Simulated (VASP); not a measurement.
# MgS (P6_3mc) in VASP: a series of runs

MgS is run at these levels: PBEsol; tasks: single point.

All numbers are computed with VASP 6.6.1; they aren't measurements. Logs are shortened: lines on timing, memory, paths and dates and some standing lists are left out, and cuts for length are marked.

### 1 The cell of the first run

Symmetry: P6_3mc, No. 186, hexagonal system. Conventional cell: a = 3.908 Å, b = 3.908 Å, c = 6.531 Å, α = 90.00°, β = 90.00°, γ = 120.00°. Within 3.2 Å of Mg (site symmetry 3m) lie 4 S at 2.40 to 2.45 Å. Within 3.2 Å of S (site symmetry 3m) lie 4 Mg at 2.40 to 2.45 Å.

### 2 Single point, PBEsol (biaxial strain in the a-b plane: -3.0 %)

Contents of INCAR:

```
  PREC = Accurate
  ENCUT = 520
  EDIFF = 1E-6
  ISMEAR = 0
  SIGMA = 0.02
  LREAL = F
  LASPH = T
  NELM = 60
  ALGO = Normal
  ISIF = 2
  LWAVE = F
  LCHARG = T
  GGA = PS
  LELF = T
  LVHAR = T
  NBANDS = 16
```

Contents of KPOINTS:

```
regular mesh
0
Gamma
  6 6 4
```

Contents of POSCAR:

```
MgS
1.0
    3.9079269772      0.0000000000      0.0000000000
   -1.9539634886      3.3843640384      0.0000000000
    0.0000000000      0.0000000000      6.5306656437
Mg S
2 2
Direct
    0.6666666667      0.3333333333      0.4998350902
    0.3333333333      0.6666666667      0.9998350902
    0.3333333333      0.6666666667      0.3751639098
    0.6666666667      0.3333333333      0.8751639098
```

Potentials or basis: VASP PAW PBE potentials, release 64 (Mg, S).

On the command line:

```
$ cat potpaw_PBE.64/Mg/POTCAR potpaw_PBE.64/S/POTCAR > POTCAR
$ mpirun -np 1 vasp_std > vasp.out
```

OUTCAR:

```text
PREC = Accurate
   ENCUT = 520
   EDIFF = 1E-6
   ISMEAR = 0
   LREAL = F
   LASPH = T
   NELM = 60
   ISIF = 2
   GGA = PS

 ion  position               nearest neighbor table
   1  0.667  0.333  0.500-   3 2.40   3 2.40   3 2.40   4 2.45
   2  0.333  0.667  1.000-   4 2.40   4 2.40   4 2.40   3 2.45
   3  0.333  0.667  0.375-   1 2.40   1 2.40   1 2.40   2 2.45
   4  0.667  0.333  0.875-   2 2.40   2 2.40   2 2.40   1 2.45

  LATTYP: Found a hexagonal cell.
 ALAT       =     3.9079269772
 C/A-ratio  =     1.6711329771

  Lattice vectors:

 A1 = (   3.9079269772,   0.0000000000,   0.0000000000)
 A2 = (  -1.9539634886,   3.3843640384,   0.0000000000)
 A3 = (   0.0000000000,   0.0000000000,   6.5306656437)

Analysis of symmetry for initial positions (statically):
=====================================================================
 Subroutine PRICEL returns:
 Original cell was already a primitive cell.

 Routine SETGRP: Setting up the symmetry group for a
 hexagonal supercell.

 Subroutine GETGRP returns: Found 12 space group operations
 (whereof  6 operations were pure point group operations)
 out of a pool of 24 trial point group operations.

The static configuration has the point symmetry C_3v.
 The point group associated with its full space group is C_6v.

Analysis of symmetry for dynamics (positions and initial velocities):
=====================================================================
 Subroutine PRICEL returns:
 Original cell was already a primitive cell.

 Routine SETGRP: Setting up the symmetry group for a
 hexagonal supercell.

 Subroutine GETGRP returns: Found 12 space group operations
 (whereof  6 operations were pure point group operations)
 out of a pool of 24 trial point group operations.

The dynamic configuration has the point symmetry C_3v.
 The point group associated with its full space group is C_6v.

 Subroutine INISYM returns: Found 12 space group operations
 (whereof  6 operations are pure point group operations),
 and found     1 'primitive' translations

----------------------------------------------------------------------------------------

                                     Primitive cell

  volume of cell :      86.3736

  direct lattice vectors                    reciprocal lattice vectors
     3.907926977  0.000000000  0.000000000     0.255890145  0.147738244  0.000000000
    -1.953963489  3.384364038  0.000000000     0.000000000  0.295476488  0.000000000
     0.000000000  0.000000000  6.530665644     0.000000000  0.000000000  0.153123748

  length of vectors
     3.907926977  3.907926977  6.530665644     0.295476488  0.295476488  0.153123748

  position of ions in fractional coordinates (direct lattice)
     0.666666667  0.333333333  0.499835090
     0.333333333  0.666666667  0.999835090
     0.333333333  0.666666667  0.375163910
     0.666666667  0.333333333  0.875163910

  ion indices of the primitive-cell ions
   primitive index   ion index
                 1           1
                 2           2
                 3           3
                 4           4

----------------------------------------------------------------------------------------

 KPOINTS: regular mesh

Automatic generation of k-mesh.
 Grid dimensions read from file:
 generate k-points for:    6    6    4

 Generating k-lattice:

  Cartesian coordinates                     Fractional coordinates (reciprocal lattice)
     0.042648357  0.024623041  0.000000000     0.166666667  0.000000000  0.000000000
     0.000000000  0.049246081  0.000000000     0.000000000  0.166666667  0.000000000
     0.000000000  0.000000000  0.038280937     0.000000000  0.000000000  0.250000000

  Length of vectors
     0.049246081  0.049246081  0.038280937

  Shift w.r.t. Gamma in fractional coordinates (k-lattice)
     0.000000000  0.000000000  0.000000000

 Subroutine IBZKPT returns following result:
 ===========================================

 Found     21 irreducible k-points:

 Following reciprocal coordinates:
            Coordinates               Weight
  0.000000  0.000000  0.000000      1.000000
  0.166667  0.000000  0.000000      6.000000
  0.333333  0.000000  0.000000      6.000000
  0.500000  0.000000  0.000000      3.000000
  0.166667  0.166667  0.000000      6.000000
  0.333333  0.166667  0.000000     12.000000
[... 13 lines left out ...]
  0.333333  0.166667  0.500000     12.000000
  0.333333  0.333333  0.500000      2.000000
   k-points           NKPTS =     21   k-points in BZ     NKDIM =     21   number of bands    NBANDS=     16
   number of dos      NEDOS =    301   number of ions     NIONS =      4
   total plane-waves  NPLWV =  45000
   dimension x,y,z NGX =    30 NGY =   30 NGZ =   50
   dimension x,y,z NGXF=    60 NGYF=   60 NGZF=  100
   ions per type =               2   2
   NGX,Y,Z   is equivalent  to a cutoff of  12.76, 12.76, 12.73 a.u.
   NGXF,Y,Z  is equivalent  to a cutoff of  25.52, 25.52, 25.46 a.u.
 SYSTEM =  unknown system
   PREC   = accura    normal or accurate (medium, high low for compatibility)
   ISTART =      0    job   : 0-new  1-cont  2-samecut
   ICHARG =      2    charge: 1-file 2-atom 10-const
   ISPIN  =      1    spin polarized calculation?
   LNONCOLLINEAR =      F non collinear calculations
   LSORBIT =      F    spin-orbit coupling
   LASPH  =      T    aspherical Exc in radial PAW
   ENCUT  =  520.0 eV  38.22 Ry    6.18 a.u.   7.27  7.27 12.14*2*pi/ulx,y,z
   NELM   =     60;   NELMIN=  2; NELMDL= -5     # of ELM steps
   EDIFF  = 0.1E-05   stopping-criterion for ELM
   LREAL  =      F    real-space projection
   EDIFFG = 0.1E-04   stopping-criterion for IOM
   NSW    =      0    number of steps for IOM
   IBRION =     -1    ionic relax: 0-MD 1-quasi-New 2-CG
   NFREE  =      0    steps in history (QN), initial steepest desc. (CG)
   ISIF   =      2    stress and relaxation
   ISYM   =      2    0-nonsym 1-usesym 2-fastsym
   POTIM  = 0.5000    time-step for ionic-motion
   TEBEG  =    0.0;   TEEND  =   0.0 temperature during run
   PSTRESS=    0.0 pullay stress
   NELECT =      16.0000    total number of electrons
   NUPDOWN=      -1.0000    fix difference up-down
   EMIN   =  10.00;   EMAX   =-10.00  energy-range for DOS
   EFERMI =   0.00;   METHOD = LEGACY
   ISMEAR =     0;   SIGMA  =   0.02  broadening in eV -4-tet -1-fermi 0-gaus
   EFERMI_NEDOS =   21; number of points for ismear=-14 and -15
   IALGO  =     38    algorithm
   IMIX   =      4    mixing-type and parameters
     AMIX     =   0.40;   BMIX     =  1.00
     AMIX_MAG =   1.60;   BMIX_MAG =  1.00
  volume/ion in A,a.u.               =      21.59       145.72
  Fermi-wavevector in a.u.,A,eV,Ry     =   0.933228  1.763546 11.849515  0.870915
  Thomas-Fermi vector in A             =   2.059908
   LORBIT       =      0    0 simple, 1 ext, 2 COOP (PROOUT), +10 PAW based schemes
   GGA     = PS    functional components
   LHFCALC =     F    Hartree Fock is set to
   AEXX    =    0.0000 exact exchange contribution
   IVDW    =     0    specifies the selected vdW correction
   LEPSILON=     F    determine dielectric tensor
   LRPA    =     F    only Hartree local field effects (RPA)
 non-spin polarized calculation
 Gauss-broadening in eV      SIGMA  =   0.02
  energy-cutoff  :      520.00
  volume of cell :       86.37
 maximum number of plane-waves:      2352
 NGX is ok and might be reduce to    30
   NGX = 15   NGY = 15   NGZ = 25

 number of electron      15.9999995 magnetization

 Free energy of the ion-electron system (eV)
  ---------------------------------------------------
  ext. energy  EPLUGINS =         0.00000000
  ---------------------------------------------------
  free energy    TOTEN  =       -17.81926547 eV

  energy without entropy =      -17.81926547  energy(sigma->0) =      -17.81926547

 E-fermi :   1.4758     XC(G=0):  -8.7616

 val. band max:        1.3690400600   @ k =   0.0000   0.0000   0.0000
 cond. band min:       4.9265761566   @ k =   0.0000   0.0000   0.0000
 fundamental gap:      3.5575360966
 Fermi energy:         1.4757948404

 k-point     1 :       0.0000    0.0000    0.0000
  band No.  band energies     occupation
      1     -10.1304      2.00000
      2      -9.3929      2.00000
      3      -2.0733      2.00000
      4       1.0035      2.00000
      5       1.0035      2.00000
      6       1.2716      2.00000
[... 8 lines left out ...]
     15      10.1195      0.00000
     16      10.4592      0.00000

 k-point     2 :       0.1667    0.0000    0.0000
  band No.  band energies     occupation
      1      -9.9751      2.00000
      2      -9.3047      2.00000
      3      -1.8353      2.00000
      4       0.1226      2.00000
      5       0.4866      2.00000
      6       0.7736      2.00000
[... 8 lines left out ...]
     15       9.9679      0.00000
     16      10.3020      0.00000

 k-point     3 :       0.3333    0.0000    0.0000
  band No.  band energies     occupation
      1      -9.6044      2.00000
      2      -9.1433      2.00000
      3      -1.3201      2.00000
      4      -1.0898      2.00000
      5      -0.6996      2.00000
      6       0.4123      2.00000
[... 8 lines left out ...]
     15      10.1262      0.00000
     16      11.8705      0.00000

 k-point     4 :       0.5000    0.0000    0.0000
  band No.  band energies     occupation
      1      -9.3492      2.00000
      2      -9.1052      2.00000
      3      -1.7880      2.00000
      4      -1.2268      2.00000
      5      -0.5785      2.00000
      6       0.2590      2.00000
[... 8 lines left out ...]
     15      10.2297      0.00000
     16      12.7052      0.00000
[... 267 lines left out ...]
 k-point    19 :       0.1667    0.1667    0.5000
  band No.  band energies     occupation
      1      -9.4576      2.00000
      2      -9.4576      2.00000
      3      -1.1270      2.00000
      4      -1.1270      2.00000
      5       0.3117      2.00000
      6       0.3117      2.00000
[... 8 lines left out ...]
     15      10.4381      0.00000
     16      10.4381      0.00000

 k-point    20 :       0.3333    0.1667    0.5000
  band No.  band energies     occupation
      1      -9.2282      2.00000
      2      -9.2282      2.00000
      3      -1.6184      2.00000
      4      -1.6184      2.00000
      5      -0.0734      2.00000
      6      -0.0734      2.00000
[... 8 lines left out ...]
     15      11.1074      0.00000
     16      11.1074      0.00000

 k-point    21 :       0.3333    0.3333    0.5000
  band No.  band energies     occupation
      1      -9.1487      2.00000
      2      -9.1487      2.00000
      3      -1.4549      2.00000
      4      -1.4549      2.00000
      5      -0.7303      2.00000
      6      -0.7303      2.00000
[... 8 lines left out ...]
     15      10.7935      0.00000
     16      10.7935      0.00000

------------------------ aborting loop because EDIFF is reached ----------------------------------------

  FORCE on cell =-STRESS in cart. coord.  units (eV):
  Direction    XX          YY          ZZ          XY          YZ          ZX
  --------------------------------------------------------------------------------------
  -------------------------------------------------------------------------------------
  Total        2.0836347      2.0836347      0.2920044      0.0000000     -0.0000000      0.0000000
  in kB       38.6501510     38.6501510      5.4165034      0.0000000     -0.0000000      0.0000000
  external PRESSURE =      27.5722685 kB  Pullay stress =       0.0000000 kB

 VOLUME and BASIS-vectors are now :
 -----------------------------------------------------------------------------
  energy-cutoff  :      520.00
  volume of cell :       86.37
      direct lattice vectors                 reciprocal lattice vectors
     3.907926977  0.000000000  0.000000000     0.255890145  0.147738244  0.000000000
    -1.953963489  3.384364038  0.000000000     0.000000000  0.295476488  0.000000000
     0.000000000  0.000000000  6.530665644     0.000000000  0.000000000  0.153123748

 POSITION                                       TOTAL-FORCE (eV/Angst)
 -----------------------------------------------------------------------------------
      1.95396      1.12812      3.26426         0.000000      0.000000      0.148737
     -0.00000      2.25624      6.52959         0.000000     -0.000000      0.148737
     -0.00000      2.25624      2.45007        -0.000000      0.000000     -0.148737
      1.95396      1.12812      5.71540         0.000000     -0.000000     -0.148737
 -----------------------------------------------------------------------------------
    total drift:                               -0.000000      0.000000     -0.000222

  FREE ENERGIE OF THE ION-ELECTRON SYSTEM (eV)
  ---------------------------------------------------
  free  energy   TOTEN  =       -17.8192654750 eV

  energy  without entropy=      -17.8192654750  energy(sigma->0) =      -17.81926547
```

Run time: 14 s. Hardware: 1 thread of Intel Xeon 6975P-C (Granite Rapids), shared host; peak memory 0.2 GiB.

Results:

```
Free energy            : -17.8193 eV
Pressure               : 2.8 GPa
Largest force          : 0.149 eV/Å
Band gap on the k mesh : 3.56 eV, direct
```

Forces on the atoms (eV/Å):
```
Mg   0.000  0.000  0.149
Mg   0.000  0.000  0.149
S    0.000  0.000 -0.149
S    0.000  0.000 -0.149
```

Caveat: the cell differs from its parent crystal (biaxial strain in the a-b plane: -3.0 %); the PAW data sets were made with another functional, which shifts forces and pressure a little.

### 3 Single point, PBEsol (biaxial strain in the a-b plane: -4.5 %, then relaxed in part)

Contents of INCAR:

```
SYSTEM = MgS
PREC = Accurate
ENCUT = 520
EDIFF = 1E-6
ISMEAR = 0
SIGMA = 0.02
LREAL = .FALSE.
LASPH = .TRUE.
NELM = 60
ALGO = Normal
ISIF = 2
LWAVE = .FALSE.
LCHARG = .FALSE.
GGA = PS
NBANDS = 16
```

Contents of KPOINTS:

```
Automatic mesh
0
G
  6 6 4
  0 0 0
```

Contents of POSCAR:

```
MgS
1.0
    3.8474951168      0.0000000000      0.0000000000
   -1.9237475584      3.3320285121      0.0000000000
    0.0000000000      0.0000000000      6.7083694453
Mg S
2 2
Direct
    0.6666666667      0.3333333333      0.5061126375
    0.3333333333      0.6666666667      1.0061126375
    0.3333333333      0.6666666667      0.3688863625
    0.6666666667      0.3333333333      0.8688863625
```

Potentials or basis: VASP PAW PBE potentials, release 64 (Mg, S).

On the command line:

```
$ cat potpaw_PBE.64/Mg/POTCAR potpaw_PBE.64/S/POTCAR > POTCAR
$ mpirun -np 1 vasp_std > vasp.out
```

It took 14 s on 1 thread of Intel Xeon 6975P-C (Granite Rapids), shared host; peak memory 0.2 GiB.

It converged, with:

- Free energy: -17.7670 eV
- Pressure: 2.8 GPa
- Largest force: 0.007 eV/Å
- Band gap on the k mesh: 3.34 eV, direct

Forces in eV/Å, atoms in the order of the input:
```
Mg   0.000  0.000 -0.007
Mg   0.000  0.000 -0.007
S    0.000  0.000  0.007
S    0.000  0.000  0.007
```

Stress tensor (GPa, compression positive):
```
 4.31  0.00  0.00
 0.00  4.31  0.00
 0.00  0.00 -0.11
```

Levels at points of the mesh, in eV from the valence-band top:
| k point | band 6 | band 7 | band 8 | band 9 | band 10 | band 11 |
| --- | --- | --- | --- | --- | --- | --- |
| (0.00, 0.00, 0.00) | -0.31 | 0.00 | 0.00 | 3.34 | 5.17 | 7.45 |
| (0.50, 0.00, 0.00) | -1.21 | -1.09 | -0.46 | 4.64 | 4.82 | 5.73 |
| (0.00, 0.00, 0.50) | -0.16 | -0.16 | -0.16 | 5.14 | 5.14 | 7.19 |
| (0.50, 0.00, 0.50) | -1.17 | -0.80 | -0.80 | 4.28 | 4.28 | 6.15 |

Caveat: the cell differs from its parent crystal (biaxial strain in the a-b plane: -4.5 %, then relaxed in part); the PAW data sets were made with another functional, which shifts forces and pressure a little.

### 4 Single point, PBEsol

This run uses another cell than the first one, of 21.50 Å³/atom, 0.996 times its volume.

Contents of INCAR:

```
  PREC = Accurate
  ENCUT = 520
  EDIFF = 1E-7
  ISMEAR = 0
  SIGMA = 0.02
  LREAL = F
  LASPH = T
  NELM = 60
  ALGO = Normal
  ISIF = 2
  LWAVE = F
  LCHARG = F
  GGA = PS
  NBANDS = 16
```

Contents of KPOINTS:

```
regular mesh
0
Gamma
  6 6 4
```

POSCAR is that of step 3.

On the command line:

```
$ cat potpaw_PBE.64/Mg/POTCAR potpaw_PBE.64/S/POTCAR > POTCAR
$ mpirun -np 1 vasp_std > vasp.out
```

Run time: 14 s. Hardware: 1 thread of Intel Xeon 6975P-C (Granite Rapids), shared host; peak memory 0.2 GiB.

It converged, with:

- Free energy: -17.7670 eV
- Pressure: 2.8 GPa
- Largest force: 0.006 eV/Å
- Band gap on the k mesh: 3.34 eV, direct

Forces in eV/Å, atoms in the order of the input:
```
Mg   0.000  0.000 -0.006
Mg   0.000  0.000 -0.006
S    0.000  0.000  0.006
S    0.000  0.000  0.006
```

Stress tensor (GPa, compression positive):
```
 4.32  0.00  0.00
 0.00  4.32  0.00
 0.00  0.00 -0.10
```

Levels at points of the mesh, in eV from the valence-band top:
```csv
k point,band 5,band 6,band 7,band 8,band 9,band 10,band 11,band 12
"(0.00, 0.00, 0.00)",-0.31,-0.31,0.00,0.00,3.34,5.17,7.45,7.89
"(0.50, 0.00, 0.00)",-2.14,-1.21,-1.09,-0.46,4.64,4.82,5.73,7.56
"(0.00, 0.00, 0.50)",-0.16,-0.16,-0.16,-0.16,5.14,5.14,7.19,7.19
"(0.50, 0.00, 0.50)",-1.17,-1.17,-0.80,-0.80,4.28,4.28,6.15,6.15
```

Caveat: the PAW data sets were made with another functional, which shifts forces and pressure a little.

(Part 1 of 2 ends here.)
